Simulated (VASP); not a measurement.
# HfSn2Se6 (P-31m) in VASP: notebook

HfSn2Se6 is run at these levels: PBE; tasks: relaxation of cell and atoms, single point.

All numbers are computed with VASP 6.6.1; they aren't measurements. Logs are shortened: lines on timing, memory, paths and dates and some standing lists are left out, and cuts for length are marked.

## (1) The cell of the first run

The structure is trigonal, space group P-31m (No. 162). The conventional cell has a = 6.687 Å, b = 6.687 Å, c = 7.098 Å, α = 90.00°, β = 90.00°, γ = 120.00°. Within 3.6 Å of Hf (site symmetry -3m) lie 6 Se at 2.72 Å. Sn (site symmetry 32) has 6 Se at 2.74 Å within 3.6 Å. Within 3.6 Å of Se (site symmetry m) lie 1 Hf at 2.72 Å and 2 Sn at 2.74 Å.

## (2) Relaxation of cell and atoms, PBE

INCAR

```
SYSTEM = HfSn2Se6
PREC = Accurate
ENCUT = 600
EDIFF = 1E-7
ISMEAR = 0
SIGMA = 0.02
LREAL = .FALSE.
LASPH = .TRUE.
NELM = 80
ALGO = Normal
ISIF = 3
LWAVE = .FALSE.
LCHARG = .FALSE.
GGA = PE
IBRION = 2
NSW = 100
EDIFFG = -0.01
KPAR = 4
```

KPOINTS

```
regular mesh
0
G
  6 6 6
  0 0 0
```

POSCAR

```
HfSn2Se6
1.0
    6.6873681047      0.0000000000      0.0000000000
   -3.3436840524      5.7914306631      0.0000000000
    0.0000000000      0.0000000000      7.0982452815
Hf Sn Se
1 2 6
Direct
    0.0000000000      0.0000000000      0.0000000000
    0.6666666667      0.3333333333      0.0000000000
    0.3333333333      0.6666666667      0.0000000000
    0.3304009997      0.3304009997      0.7765392634
    0.0000000000      0.6695990003      0.7765392634
    0.6695990003      0.0000000000      0.7765392634
    0.0000000000      0.3304009997      0.2234607366
    0.6695990003      0.6695990003      0.2234607366
    0.3304009997      0.0000000000      0.2234607366
```

Potentials or basis: VASP PAW PBE potentials, release 64 (Hf_pv, Sn_d, Se).

Command:

```
cat potpaw_PBE.64/Hf_pv/POTCAR potpaw_PBE.64/Sn_d/POTCAR potpaw_PBE.64/Se/POTCAR > POTCAR
mpirun -np 4 vasp_std > vasp.out
```

OUTCAR:

```text
SYSTEM = HfSn2Se6
   PREC = Accurate
   ENCUT = 600
   EDIFF = 1E-7
   ISMEAR = 0
   LREAL = .FALSE.
   LASPH = .TRUE.
   NELM = 80
   ISIF = 3
   GGA = PE
   IBRION = 2
   NSW = 100
   EDIFFG = -0.01

 ion  position               nearest neighbor table
   1  0.000  0.000  0.000-   4 2.72   8 2.72   6 2.72   9 2.72   5 2.72   7 2.72
   2  0.667  0.333  0.000-   7 2.74   6 2.74   9 2.74   5 2.74   4 2.74   8 2.74
   3  0.333  0.667  0.000-   5 2.74   9 2.74   6 2.74   7 2.74   8 2.74   4 2.74
   4  0.330  0.330  0.777-   1 2.72   2 2.74   3 2.74
   5  0.000  0.670  0.777-   1 2.72   3 2.74   2 2.74
   6  0.670  0.000  0.777-   1 2.72   2 2.74   3 2.74
   7  0.000  0.330  0.223-   1 2.72   2 2.74   3 2.74
   8  0.670  0.670  0.223-   1 2.72   3 2.74   2 2.74
   9  0.330  0.000  0.223-   1 2.72   3 2.74   2 2.74

  LATTYP: Found a hexagonal cell.
 ALAT       =     6.6873681047
 C/A-ratio  =     1.0614407896

  Lattice vectors:

 A1 = (   6.6873681047,   0.0000000000,   0.0000000000)
 A2 = (  -3.3436840524,   5.7914306631,   0.0000000000)
 A3 = (   0.0000000000,   0.0000000000,   7.0982452815)

Analysis of symmetry for initial positions (statically):
=====================================================================
 Subroutine PRICEL returns:
 Original cell was already a primitive cell.

 Routine SETGRP: Setting up the symmetry group for a
 hexagonal supercell.

 Subroutine GETGRP returns: Found 12 space group operations
 (whereof 12 operations were pure point group operations)
 out of a pool of 24 trial point group operations.

The static configuration has the point symmetry D_3d.

Analysis of symmetry for dynamics (positions and initial velocities):
=====================================================================
 Subroutine PRICEL returns:
 Original cell was already a primitive cell.

 Routine SETGRP: Setting up the symmetry group for a
 hexagonal supercell.

 Subroutine GETGRP returns: Found 12 space group operations
 (whereof 12 operations were pure point group operations)
 out of a pool of 24 trial point group operations.

The dynamic configuration has the point symmetry D_3d.

 Subroutine INISYM returns: Found 12 space group operations
 (whereof 12 operations are pure point group operations),
 and found     1 'primitive' translations

----------------------------------------------------------------------------------------

                                     Primitive cell

  volume of cell :     274.9110

  direct lattice vectors                    reciprocal lattice vectors
     6.687368105  0.000000000  0.000000000     0.149535660  0.086334453  0.000000000
    -3.343684052  5.791430663  0.000000000     0.000000000  0.172668907  0.000000000
     0.000000000  0.000000000  7.098245281     0.000000000  0.000000000  0.140879888

  length of vectors
     6.687368105  6.687368105  7.098245281     0.172668907  0.172668907  0.140879888

  position of ions in fractional coordinates (direct lattice)
     0.000000000  0.000000000  0.000000000
     0.666666667  0.333333333  0.000000000
     0.333333333  0.666666667  0.000000000
     0.330401000  0.330401000  0.776539263
     0.000000000  0.669599000  0.776539263
     0.669599000  0.000000000  0.776539263
     0.000000000  0.330401000  0.223460737
     0.669599000  0.669599000  0.223460737
     0.330401000  0.000000000  0.223460737

  ion indices of the primitive-cell ions
   primitive index   ion index
                 1           1
                 2           2
                 3           3
                 4           4
                 5           5
                 6           6
                 7           7
                 8           8
                 9           9

----------------------------------------------------------------------------------------

 KPOINTS: regular mesh

Automatic generation of k-mesh.
 Grid dimensions read from file:
 generate k-points for:    6    6    6

 Generating k-lattice:

  Cartesian coordinates                     Fractional coordinates (reciprocal lattice)
     0.024922610  0.014389076  0.000000000     0.166666667  0.000000000  0.000000000
     0.000000000  0.028778151  0.000000000     0.000000000  0.166666667  0.000000000
     0.000000000  0.000000000  0.023479981     0.000000000  0.000000000  0.166666667

  Length of vectors
     0.028778151  0.028778151  0.023479981

  Shift w.r.t. Gamma in fractional coordinates (k-lattice)
     0.000000000  0.000000000  0.000000000

 Subroutine IBZKPT returns following result:
 ===========================================

 Found     34 irreducible k-points:

 Following reciprocal coordinates:
            Coordinates               Weight
  0.000000  0.000000  0.000000      1.000000
  0.166667 -0.000000  0.000000      6.000000
  0.333333 -0.000000  0.000000      6.000000
  0.500000  0.000000  0.000000      3.000000
  0.166667  0.166667  0.000000      6.000000
  0.333333  0.166667  0.000000     12.000000
[... 16 lines left out ...]
 -0.166667  0.333333  0.333333      6.000000
  0.333333  0.166667  0.333333     12.000000
 [... further k-points ...]
   k-points           NKPTS =     34   k-points in BZ     NKDIM =     34   number of bands    NBANDS=     44
   number of dos      NEDOS =    301   number of ions     NIONS =      9
   total plane-waves  NPLWV = 174960
   dimension x,y,z NGX =    54 NGY =   54 NGZ =   60
   dimension x,y,z NGXF=   108 NGYF=  108 NGZF=  120
   ions per type =               1   2   6
   NGX,Y,Z   is equivalent  to a cutoff of  13.42, 13.42, 14.05 a.u.
   NGXF,Y,Z  is equivalent  to a cutoff of  26.85, 26.85, 28.10 a.u.
 SYSTEM =  HfSn2Se6
   PREC   = accura    normal or accurate (medium, high low for compatibility)
   ISTART =      0    job   : 0-new  1-cont  2-samecut
   ICHARG =      2    charge: 1-file 2-atom 10-const
   ISPIN  =      1    spin polarized calculation?
   LNONCOLLINEAR =      F non collinear calculations
   LSORBIT =      F    spin-orbit coupling
   LASPH  =      T    aspherical Exc in radial PAW
   ENCUT  =  600.0 eV  44.10 Ry    6.64 a.u.  13.36 13.36 14.18*2*pi/ulx,y,z
   NELM   =     80;   NELMIN=  2; NELMDL= -5     # of ELM steps
   EDIFF  = 0.1E-06   stopping-criterion for ELM
   LREAL  =      F    real-space projection
   EDIFFG = -.1E-01   stopping-criterion for IOM
   NSW    =    100    number of steps for IOM
   IBRION =      2    ionic relax: 0-MD 1-quasi-New 2-CG
   NFREE  =      1    steps in history (QN), initial steepest desc. (CG)
   ISIF   =      3    stress and relaxation
   ISYM   =      2    0-nonsym 1-usesym 2-fastsym
   POTIM  = 0.5000    time-step for ionic-motion
   TEBEG  =    0.0;   TEEND  =   0.0 temperature during run
   PSTRESS=    0.0 pullay stress
   NELECT =      74.0000    total number of electrons
   NUPDOWN=      -1.0000    fix difference up-down
   EMIN   =  10.00;   EMAX   =-10.00  energy-range for DOS
   EFERMI =   0.00;   METHOD = LEGACY
   ISMEAR =     0;   SIGMA  =   0.02  broadening in eV -4-tet -1-fermi 0-gaus
   EFERMI_NEDOS =   21; number of points for ismear=-14 and -15
   IALGO  =     38    algorithm
   IMIX   =      4    mixing-type and parameters
     AMIX     =   0.40;   BMIX     =  1.00
     AMIX_MAG =   1.60;   BMIX_MAG =  1.00
  volume/ion in A,a.u.               =      30.55       206.13
  Fermi-wavevector in a.u.,A,eV,Ry     =   1.057032  1.997500 15.202009  1.117316
  Thomas-Fermi vector in A             =   2.192290
   LORBIT       =      0    0 simple, 1 ext, 2 COOP (PROOUT), +10 PAW based schemes
   GGA     = PE    functional components
   LHFCALC =     F    Hartree Fock is set to
   AEXX    =    0.0000 exact exchange contribution
   IVDW    =     0    specifies the selected vdW correction
   LEPSILON=     F    determine dielectric tensor
   LRPA    =     F    only Hartree local field effects (RPA)
 conjugate gradient relaxation of ions
 non-spin polarized calculation
 Gauss-broadening in eV      SIGMA  =   0.02
  energy-cutoff  :      600.00
  volume of cell :      274.91
 maximum number of plane-waves:      9287
 NGX is ok and might be reduce to    54
   NGX = 27   NGY = 27   NGZ = 29

--------------------------------------- Ionic step        1  -------------------------------------------

 number of electron      74.0000011 magnetization

 Free energy of the ion-electron system (eV)
  ---------------------------------------------------
  ext. energy  EPLUGINS =         0.00000000
  ---------------------------------------------------
  free energy    TOTEN  =       -44.16560967 eV

  energy without entropy =      -44.16560967  energy(sigma->0) =      -44.16560967

------------------------ aborting loop because EDIFF is reached ----------------------------------------

  FORCE on cell =-STRESS in cart. coord.  units (eV):
  Direction    XX          YY          ZZ          XY          YZ          ZX
  --------------------------------------------------------------------------------------
  -------------------------------------------------------------------------------------
  Total       -0.1137781     -0.1137781     -0.0178200      0.0000000     -0.0000000      0.0000000
  in kB       -0.6630972     -0.6630972     -0.1038550      0.0000000     -0.0000000      0.0000000
  external PRESSURE =      -0.4766831 kB  Pullay stress =       0.0000000 kB
[... 114 lines left out ...]
  energy  without entropy=      -44.1657983029  energy(sigma->0) =      -44.16579830

--------------------------------------- Ionic step        4  -------------------------------------------

 number of electron      74.0000012 magnetization

 Free energy of the ion-electron system (eV)
  ---------------------------------------------------
  ext. energy  EPLUGINS =         0.00000000
  ---------------------------------------------------
  free energy    TOTEN  =       -44.16593976 eV

  energy without entropy =      -44.16593976  energy(sigma->0) =      -44.16593976

 E-fermi :   2.1677     XC(G=0):  -8.5109

 val. band max:        1.9986659602   @ k =   0.0000   0.0000   0.0000
 cond. band min:       2.3269464524   @ k =   0.5000   0.0000   0.0000
 fundamental gap:      0.3282804922
 Fermi energy:         2.1676861499

 k-point     1 :       0.0000    0.0000    0.0000
  band No.  band energies     occupation
      1     -29.0190      2.00000
      2     -29.0190      2.00000
      3     -28.9710      2.00000
      4     -19.1919      2.00000
      5     -19.1919      2.00000
      6     -19.1823      2.00000
[... 1117 lines left out ...]
     43       6.1620      0.00000
     44       6.4119      0.00000

 [... further k-points ...]

------------------------ aborting loop because EDIFF is reached ----------------------------------------

  FORCE on cell =-STRESS in cart. coord.  units (eV):
  Direction    XX          YY          ZZ          XY          YZ          ZX
  --------------------------------------------------------------------------------------
  -------------------------------------------------------------------------------------
  Total        0.0279841      0.0279841      0.0602818     -0.0000000      0.0000000      0.0000000
  in kB        0.1631977      0.1631977      0.3515513     -0.0000000      0.0000000      0.0000000
  external PRESSURE =       0.2259822 kB  Pullay stress =       0.0000000 kB
[... 24 lines left out ...]
  FREE ENERGIE OF THE ION-ELECTRON SYSTEM (eV)
  ---------------------------------------------------
  free  energy   TOTEN  =       -44.1659397564 eV

  energy  without entropy=      -44.1659397564  energy(sigma->0) =      -44.16593976

 reached required accuracy - stopping structural energy minimisation
```

Wall time 7.3 min (4 MPI ranks of Oxide Virtual Turin-like, shared host); peak memory 0.77 GiB.

Results:

```yaml
Free_energy: -44.1659 eV
Relaxed_volume: 30.53 Å³/atom
Relaxed_cell: a = 6.683 Å, b = 6.683 Å, c = 7.102 Å, α = 90.00°, β = 90.00°, γ = 120.00°
Space_group_after_relaxing_to_0.1_Å: P-31m (No. 162)
Energy_gained_by_relaxing: 0.0 meV/atom
Ionic_steps: 4
Pressure_after_relaxing: 0.0 GPa
Largest_force_after_relaxing: 0.005 eV/Å
Band_gap_on_the_k_mesh: 0.33 eV (least direct gap 0.46 eV)
```

Forces in eV/Å, atoms in the order of the input:
```
Hf   0.000  0.000  0.000
Sn   0.000  0.000  0.000
Sn   0.000  0.000  0.000
Se  -0.002 -0.004  0.001
Se  -0.002  0.004  0.001
Se   0.005  0.000  0.001
Se   0.002 -0.004 -0.001
Se   0.002  0.004 -0.001
Se  -0.005  0.000 -0.001
```

Step by step:
```csv
step,energy change (eV),largest force (eV/Å),pressure (GPa),volume (Å³)
1,0.0000,0.0280,-0.05,274.91
2,-0.0002,0.0154,0.05,274.55
3,-0.0002,0.0155,0.05,274.55
4,-0.0003,0.0048,0.02,274.73
```

Final structure:
```yaml
crystal:
  lattice:
    - [6.68329, 0.00000, 0.00000]
    - [-3.34165, 5.78790, 0.00000]
    - [0.00000, 0.00000, 7.10226]
  atoms:
    - { symbol: Hf, position: [0.00000, 0.00000, 0.00000] }
    - { symbol: Sn, position: [0.66667, 0.33333, 0.00000] }
    - { symbol: Sn, position: [0.33333, 0.66667, 0.00000] }
    - { symbol: Se, position: [0.33000, 0.33000, 0.77660] }
    - { symbol: Se, position: [0.00000, 0.67000, 0.77660] }
    - { symbol: Se, position: [0.67000, 0.00000, 0.77660] }
    - { symbol: Se, position: [0.00000, 0.33000, 0.22340] }
    - { symbol: Se, position: [0.67000, 0.67000, 0.22340] }
    - { symbol: Se, position: [0.33000, 0.00000, 0.22340] }
```

Caveat: semilocal functionals underestimate gaps, and a narrow one can read as zero; spin-orbit coupling is left out, which moves the levels of the heavy elements; this functional lacks dispersion, which binds layers or chains, so the pressure and a relaxed spacing across them are unreliable. A k mesh can miss the band edges.

## (3) Single point, PBE

INCAR

```
SYSTEM = HfSn2Se6
PREC = Accurate
ENCUT = 520
EDIFF = 1E-6
ISMEAR = 0
SIGMA = 0.02
LREAL = .False.
LASPH = .True.
NELM = 100
ALGO = Normal
ISIF = 2
LWAVE = .False.
LCHARG = .False.
GGA = PE
NBANDS = 47
```

KPOINTS

```
Automatic mesh
0
Gamma
  6 6 6
  0 0 0
```

POSCAR is that of step 2.

Potentials or basis: VASP PAW PBE potentials, release 64 (Hf_pv, Sn_d, Se).

Command:

```
cat potpaw_PBE.64/Hf_pv/POTCAR potpaw_PBE.64/Sn_d/POTCAR potpaw_PBE.64/Se/POTCAR > POTCAR
mpirun -np 1 vasp_std > vasp.out
```

Wall time 10 min (1 thread of Oxide Virtual Turin-like, shared host); peak memory 0.58 GiB.

Results (log left out):

| Item | Value |
| --- | --- |
| Free energy | -44.1655 eV |
| Pressure | -0.1 GPa |
| Largest force | 0.028 eV/Å |
| Band gap on the k mesh | 0.34 eV (least direct gap 0.47 eV) |

Forces on the atoms (eV/Å):
```
Hf   0.000  0.000  0.000
Sn   0.000  0.000  0.000
Sn   0.000  0.000  0.000
Se  -0.013 -0.023  0.009
Se  -0.013  0.023  0.009
Se   0.026  0.000  0.009
Se   0.013 -0.023 -0.009
Se   0.013  0.023 -0.009
Se  -0.026  0.000 -0.009
```

Levels at points of the mesh, in eV from the valence-band top:
| k point | band 33 | band 34 | band 35 | band 36 | band 37 | band 38 | band 39 | band 40 | band 41 | band 42 |
| --- | --- | --- | --- | --- | --- | --- | --- | --- | --- | --- |
| (0.00, 0.00, 0.00) | -0.46 | -0.46 | -0.26 | 0.00 | 0.00 | 0.57 | 1.72 | 2.78 | 2.78 | 3.01 |
| (0.50, 0.00, 0.00) | -0.84 | -0.79 | -0.48 | -0.25 | -0.13 | 0.34 | 2.22 | 2.55 | 2.63 | 3.09 |
| (0.00, 0.00, 0.50) | -0.58 | -0.35 | -0.35 | -0.03 | -0.03 | 0.81 | 2.06 | 2.74 | 2.74 | 3.62 |
| (0.50, 0.00, 0.50) | -0.83 | -0.74 | -0.68 | -0.41 | -0.35 | 0.37 | 2.23 | 2.50 | 2.62 | 3.00 |

Caveat: semilocal functionals underestimate gaps, and a narrow one can read as zero; spin-orbit coupling is left out, which moves the levels of the heavy elements; this functional lacks dispersion, which binds layers or chains, so the pressure and a relaxed spacing across them are unreliable. A k mesh can miss the band edges.
